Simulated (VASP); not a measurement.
# AgPdCl3 (P4mm) in VASP: single point with PBE

Aim: the single point of AgPdCl3 with PBE.

Program: VASP 6.6.1. These are calculated values, not measurements. Logs are shortened: lines on timing, memory, paths and dates and some standing lists are left out, and cuts for length are marked.

**1. The cell of the first run**

The structure is tetragonal, space group P4mm (No. 99). Conventional cell: a = 5.198 Å, b = 5.198 Å, c = 4.808 Å, α = 90.00°, β = 90.00°, γ = 90.00°. Within 3.4 Å of Ag (site symmetry 4mm) lie 4 Cl at 2.60 Å. Within 3.2 Å of Pd (site symmetry 4mm) lie 6 Cl at 2.40 to 2.60 Å. Cl (site symmetry 4mm) has 2 Pd at 2.40 to 2.41 Å within 3.2 Å. Cl (site symmetry 2mm) has 2 Pd at 2.60 Å and 2 Ag at 2.60 Å within 3.4 Å.

**2. Single point, PBE**

Contents of INCAR:

```
  PREC = Accurate
  ENCUT = 520
  EDIFF = 1E-7
  ISMEAR = 0
  SIGMA = 0.1
  LREAL = False
  LASPH = True
  NELM = 80
  ALGO = Normal
  ISIF = 2
  LWAVE = False
  LCHARG = False
  GGA = PE
  NBANDS = 29
```

Contents of KPOINTS:

```
Automatic mesh
0
Gamma
  4 4 4
```

Contents of POSCAR:

```
AgPdCl3
1.0
    5.1980879878      0.0000000000      0.0000000000
    0.0000000000      5.1980879878      0.0000000000
    0.0000000000      0.0000000000      4.8078934366
Ag Pd Cl
1 1 3
Direct
    0.0000000000      0.0000000000      0.4004654588
    0.5000000000      0.5000000000      0.3891363270
    0.5000000000      0.5000000000      0.8888210814
    0.0000000000      0.5000000000      0.3907885664
    0.5000000000      0.0000000000      0.3907885664
```

Potentials or basis: VASP PAW PBE potentials, release 64 (Ag, Pd, Cl).

The run is started by

```bash
cat potpaw_PBE.64/Ag/POTCAR potpaw_PBE.64/Pd/POTCAR potpaw_PBE.64/Cl/POTCAR > POTCAR
mpirun -np 1 vasp_std > vasp.out
```

OUTCAR:

```text
PREC = Accurate
   ENCUT = 520
   EDIFF = 1E-7
   ISMEAR = 0
   LREAL = False
   LASPH = True
   NELM = 80
   ISIF = 2
   GGA = PE

 ion  position               nearest neighbor table
   1  0.000  0.000  0.400-   4 2.60   5 2.60   4 2.60   5 2.60
   2  0.500  0.500  0.389-   3 2.40   3 2.41   5 2.60   4 2.60   5 2.60   4 2.60
   3  0.500  0.500  0.889-   2 2.40   2 2.41
   4  0.000  0.500  0.391-   2 2.60   2 2.60   1 2.60   1 2.60
   5  0.500  0.000  0.391-   2 2.60   2 2.60   1 2.60   1 2.60

  LATTYP: Found a simple tetragonal cell.
 ALAT       =     5.1980879878
 C/A-ratio  =     0.9249349853

  Lattice vectors:

 A1 = (   5.1980879878,   0.0000000000,   0.0000000000)
 A2 = (   0.0000000000,   5.1980879878,   0.0000000000)
 A3 = (   0.0000000000,   0.0000000000,   4.8078934366)

Analysis of symmetry for initial positions (statically):
=====================================================================
 Subroutine PRICEL returns:
 Original cell was already a primitive cell.

 Routine SETGRP: Setting up the symmetry group for a
 simple tetragonal supercell.

 Subroutine GETGRP returns: Found  8 space group operations
 (whereof  8 operations were pure point group operations)
 out of a pool of 16 trial point group operations.

The static configuration has the point symmetry C_4v.

Analysis of symmetry for dynamics (positions and initial velocities):
=====================================================================
 Subroutine PRICEL returns:
 Original cell was already a primitive cell.

 Routine SETGRP: Setting up the symmetry group for a
 simple tetragonal supercell.

 Subroutine GETGRP returns: Found  8 space group operations
 (whereof  8 operations were pure point group operations)
 out of a pool of 16 trial point group operations.

The dynamic configuration has the point symmetry C_4v.

 Subroutine INISYM returns: Found  8 space group operations
 (whereof  8 operations are pure point group operations),
 and found     1 'primitive' translations

----------------------------------------------------------------------------------------

                                     Primitive cell

  volume of cell :     129.9099

  direct lattice vectors                    reciprocal lattice vectors
     5.198087988  0.000000000  0.000000000     0.192378429  0.000000000  0.000000000
     0.000000000  5.198087988  0.000000000     0.000000000  0.192378429  0.000000000
     0.000000000  0.000000000  4.807893437     0.000000000  0.000000000  0.207991299

  length of vectors
     5.198087988  5.198087988  4.807893437     0.192378429  0.192378429  0.207991299

  position of ions in fractional coordinates (direct lattice)
     0.000000000  0.000000000  0.400465459
     0.500000000  0.500000000  0.389136327
     0.500000000  0.500000000  0.888821081
     0.000000000  0.500000000  0.390788566
     0.500000000  0.000000000  0.390788566

  ion indices of the primitive-cell ions
   primitive index   ion index
                 1           1
                 2           2
                 3           3
                 4           4
                 5           5

----------------------------------------------------------------------------------------

 KPOINTS: Automatic mesh

Automatic generation of k-mesh.
 Grid dimensions read from file:
 generate k-points for:    4    4    4

 Generating k-lattice:

  Cartesian coordinates                     Fractional coordinates (reciprocal lattice)
     0.048094607  0.000000000  0.000000000     0.250000000  0.000000000  0.000000000
     0.000000000  0.048094607  0.000000000     0.000000000  0.250000000  0.000000000
     0.000000000  0.000000000  0.051997825     0.000000000  0.000000000  0.250000000

  Length of vectors
     0.048094607  0.048094607  0.051997825

  Shift w.r.t. Gamma in fractional coordinates (k-lattice)
     0.000000000  0.000000000  0.000000000

 Subroutine IBZKPT returns following result:
 ===========================================

 Found     18 irreducible k-points:

 Following reciprocal coordinates:
            Coordinates               Weight
  0.000000  0.000000  0.000000      1.000000
  0.250000  0.000000  0.000000      4.000000
  0.500000  0.000000  0.000000      2.000000
  0.250000  0.250000  0.000000      4.000000
  0.500000  0.250000  0.000000      4.000000
  0.500000  0.500000  0.000000      1.000000
[... 10 lines left out ...]
  0.500000  0.250000  0.500000      4.000000
  0.500000  0.500000  0.500000      1.000000
   k-points           NKPTS =     18   k-points in BZ     NKDIM =     18   number of bands    NBANDS=     29
   number of dos      NEDOS =    301   number of ions     NIONS =      5
   total plane-waves  NPLWV =  57600
   dimension x,y,z NGX =    40 NGY =   40 NGZ =   36
   dimension x,y,z NGXF=    80 NGYF=   80 NGZF=   72
   ions per type =               1   1   3
   NGX,Y,Z   is equivalent  to a cutoff of  12.79, 12.79, 12.45 a.u.
   NGXF,Y,Z  is equivalent  to a cutoff of  25.59, 25.59, 24.90 a.u.
 SYSTEM =  unknown system
   PREC   = accura    normal or accurate (medium, high low for compatibility)
   ISTART =      0    job   : 0-new  1-cont  2-samecut
   ICHARG =      2    charge: 1-file 2-atom 10-const
   ISPIN  =      1    spin polarized calculation?
   LNONCOLLINEAR =      F non collinear calculations
   LSORBIT =      F    spin-orbit coupling
   LASPH  =      T    aspherical Exc in radial PAW
   ENCUT  =  520.0 eV  38.22 Ry    6.18 a.u.   9.66  9.66  8.94*2*pi/ulx,y,z
   NELM   =     80;   NELMIN=  2; NELMDL= -5     # of ELM steps
   EDIFF  = 0.1E-06   stopping-criterion for ELM
   LREAL  =      F    real-space projection
   EDIFFG = 0.1E-05   stopping-criterion for IOM
   NSW    =      0    number of steps for IOM
   IBRION =     -1    ionic relax: 0-MD 1-quasi-New 2-CG
   NFREE  =      0    steps in history (QN), initial steepest desc. (CG)
   ISIF   =      2    stress and relaxation
   ISYM   =      2    0-nonsym 1-usesym 2-fastsym
   POTIM  = 0.5000    time-step for ionic-motion
   TEBEG  =    0.0;   TEEND  =   0.0 temperature during run
   PSTRESS=    0.0 pullay stress
   NELECT =      42.0000    total number of electrons
   NUPDOWN=      -1.0000    fix difference up-down
   EMIN   =  10.00;   EMAX   =-10.00  energy-range for DOS
   EFERMI =   0.00;   METHOD = LEGACY
   ISMEAR =     0;   SIGMA  =   0.10  broadening in eV -4-tet -1-fermi 0-gaus
   EFERMI_NEDOS =   21; number of points for ismear=-14 and -15
   IALGO  =     38    algorithm
   IMIX   =      4    mixing-type and parameters
     AMIX     =   0.40;   BMIX     =  1.00
     AMIX_MAG =   1.60;   BMIX_MAG =  1.00
  volume/ion in A,a.u.               =      25.98       175.33
  Fermi-wavevector in a.u.,A,eV,Ry     =   1.123597  2.123290 17.176950  1.262470
  Thomas-Fermi vector in A             =   2.260264
   LORBIT       =      0    0 simple, 1 ext, 2 COOP (PROOUT), +10 PAW based schemes
   GGA     = PE    functional components
   LHFCALC =     F    Hartree Fock is set to
   AEXX    =    0.0000 exact exchange contribution
   IVDW    =     0    specifies the selected vdW correction
   LEPSILON=     F    determine dielectric tensor
   LRPA    =     F    only Hartree local field effects (RPA)
 non-spin polarized calculation
 Gauss-broadening in eV      SIGMA  =   0.10
  energy-cutoff  :      520.00
  volume of cell :      129.91
 maximum number of plane-waves:      3528
 NGX is ok and might be reduce to    40
   NGX = 19   NGY = 19   NGZ = 17

 number of electron      42.0000003 magnetization

 Free energy of the ion-electron system (eV)
  ---------------------------------------------------
  ext. energy  EPLUGINS =         0.00000000
  ---------------------------------------------------
  free energy    TOTEN  =       -15.04040040 eV

  energy without entropy =      -15.02821835  energy(sigma->0) =      -15.03430938

 E-fermi :   2.0072     XC(G=0):  -8.5318

 val. band max:        1.8031776379   @ k =   0.2500   0.2500   0.0000
 cond. band min:       2.0163787347   @ k =   0.5000   0.2500   0.2500
 fundamental gap:      0.2132010968
 Fermi energy:         2.0071633057

 k-point     1 :       0.0000    0.0000    0.0000
  band No.  band energies     occupation
      1     -13.5227      2.00000
      2     -13.0520      2.00000
      3     -12.4007      2.00000
      4      -2.6117      2.00000
      5      -2.6117      2.00000
      6      -2.0297      2.00000
[... 21 lines left out ...]
     28      11.0675      0.00000
     29      11.5863      0.00000

 k-point     2 :       0.2500    0.0000    0.0000
  band No.  band energies     occupation
      1     -13.4200      2.00000
      2     -13.0732      2.00000
      3     -12.4156      2.00000
      4      -3.1060      2.00000
      5      -2.5775      2.00000
      6      -2.4445      2.00000
[... 21 lines left out ...]
     28      10.5325      0.00000
     29      11.4903      0.00000

 k-point     3 :       0.5000    0.0000    0.0000
  band No.  band energies     occupation
      1     -13.2384      2.00000
      2     -13.1731      2.00000
      3     -12.4297      2.00000
      4      -3.4000      2.00000
      5      -3.1455      2.00000
      6      -2.4905      2.00000
[... 21 lines left out ...]
     28      10.6789      0.00000
     29      10.7247      0.00000

 k-point     4 :       0.2500    0.2500    0.0000
  band No.  band energies     occupation
      1     -13.3277      2.00000
      2     -13.0714      2.00000
      3     -12.4386      2.00000
      4      -3.3291      2.00000
      5      -2.8922      2.00000
      6      -2.8679      2.00000
[... 405 lines left out ...]
     28      10.9177      0.00000
     29      11.2346      0.00000

 k-point    17 :       0.5000    0.2500    0.5000
  band No.  band energies     occupation
      1     -13.1232      2.00000
      2     -13.1200      2.00000
      3     -12.2723      2.00000
      4      -3.9056      2.00000
      5      -3.5548      2.00000
      6      -3.2392      2.00000
[... 21 lines left out ...]
     28      10.4807      0.00000
     29      11.1766      0.00000

 k-point    18 :       0.5000    0.5000    0.5000
  band No.  band energies     occupation
      1     -13.0784      2.00000
      2     -13.0784      2.00000
      3     -12.2686      2.00000
      4      -4.1504      2.00000
      5      -3.8629      2.00000
      6      -3.3456      2.00000
[... 21 lines left out ...]
     28      10.4635      0.00000
     29      10.4635      0.00000

------------------------ aborting loop because EDIFF is reached ----------------------------------------

  FORCE on cell =-STRESS in cart. coord.  units (eV):
  Direction    XX          YY          ZZ          XY          YZ          ZX
  --------------------------------------------------------------------------------------
  -------------------------------------------------------------------------------------
  Total       -0.2679215     -0.2679215     -0.0713062      0.0000000     -0.0000000      0.0000000
  in kB       -3.3042744     -3.3042744     -0.8794186      0.0000000     -0.0000000      0.0000000
  external PRESSURE =      -2.4959891 kB  Pullay stress =       0.0000000 kB

 VOLUME and BASIS-vectors are now :
 -----------------------------------------------------------------------------
  energy-cutoff  :      520.00
  volume of cell :      129.91
      direct lattice vectors                 reciprocal lattice vectors
     5.198087988  0.000000000  0.000000000     0.192378429  0.000000000  0.000000000
     0.000000000  5.198087988  0.000000000     0.000000000  0.192378429  0.000000000
     0.000000000  0.000000000  4.807893437     0.000000000  0.000000000  0.207991299

 POSITION                                       TOTAL-FORCE (eV/Angst)
 -----------------------------------------------------------------------------------
      0.00000      0.00000      1.92540         0.000000      0.000000     -0.011545
      2.59904      2.59904      1.87093         0.000000      0.000000     -0.014899
      2.59904      2.59904      4.27336        -0.000000     -0.000000      0.023157
      0.00000      2.59904      1.87887         0.000000      0.000000      0.001644
      2.59904      0.00000      1.87887         0.000000      0.000000      0.001644
 -----------------------------------------------------------------------------------
    total drift:                                0.000000      0.000000      0.000021

  FREE ENERGIE OF THE ION-ELECTRON SYSTEM (eV)
  ---------------------------------------------------
  free  energy   TOTEN  =       -15.0404004016 eV

  energy  without entropy=      -15.0282183498  energy(sigma->0) =      -15.03430938
```

Wall time 31 s (1 thread of Intel Xeon 6975P-C (Granite Rapids), shared host); peak memory 0.25 GiB.

Results:

- Free energy: -15.0404 eV
- Pressure: -0.2 GPa
- Largest force: 0.023 eV/Å
- Band gap on the k mesh: zero (band 21 reaches 3.06 eV, above the bottom of band 22 at 0.40 eV)

Forces on the atoms (eV/Å):
```
Ag   0.000  0.000 -0.012
Pd   0.000  0.000 -0.015
Cl   0.000  0.000  0.023
Cl   0.000  0.000  0.002
Cl   0.000  0.000  0.002
```

Stress tensor (GPa, compression positive):
```
-0.33  0.00  0.00
 0.00 -0.33  0.00
 0.00  0.00 -0.09
```
